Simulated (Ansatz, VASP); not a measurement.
**One calculation of Hf, two programs**

The input INCAR:

```
PREC = Accurate
ENCUT = 520
EDIFF = 1E-6
ISMEAR = 0
SIGMA = 0.15
LREAL = F
LASPH = T
NELM = 60
ALGO = Normal
ISIF = 2
LWAVE = F
LCHARG = F
NBANDS = 11
```

The input KPOINTS:

```
Automatic mesh
0
Gamma
  18 18 18
```

Contents of POSCAR:

```
Hf
1.0
    0.0000000000      2.1254459549      2.2889417976
    2.1254459549      0.0000000000      2.2889417976
    2.1254459549      2.1254459549      0.0000000000
Hf
1
Direct
    0.0000000000      0.0000000000      0.0000000000
```

Input for Ansatz:

```yaml
crystal:
  lattice:
    - [0.0, 2.1254459549, 2.2889417976]
    - [2.1254459549, 0.0, 2.2889417976]
    - [2.1254459549, 2.1254459549, 0.0]
  atoms:
    - { symbol: Hf, position: [0.0, 0.0, 0.0] }
basis:
  ecutwfc: 420
kpoints:
  mp_grid: { grid: [18, 18, 18] }
hamiltonian:
  xc: lda
scf:
  occupations: { method: gaussian, width: 0.15 }
output:
  forces: true
  stress: true
  eigenvalues: true
```

Change from the starting cell: strain +e along x and -e along y +0.0000, strain +e along z and -e/2 along x and y +0.0500.

Alike in both runs: task single point; functional LDA; k mesh 18 × 18 × 18; occupations gaussian, width 0.15 eV; no spin polarisation.

```csv
,VASP,Ansatz
version,VASP 6.6.1,Ansatz 0.2.0
potentials or method,"VASP PAW LDA potentials, release 64 (Hf_pv), cutoff 520 eV","scalar-relativistic, plane waves, PAW"
valence electrons in the cell,10,26
```

```csv
,VASP,Ansatz,Ansatz less VASP
gap on the k mesh at the Fermi level (eV),none,none,-
pressure (GPa),0.2,0.2,-0.02
"traceless stress, the component that is largest in VASP (GPa)",-2.57,-2.57,-0.005
```

LDA's correlation is that of Perdew and Zunger in VASP and of Perdew and Wang (1992) in Ansatz. A gap of «none» marks a metal or a gap that the smearing closes. VASP's potentials hold 10 valence electrons a cell and Ansatz's 26, so a difference there can come from the potentials and not from the codes.

Spin-orbit coupling is off throughout.
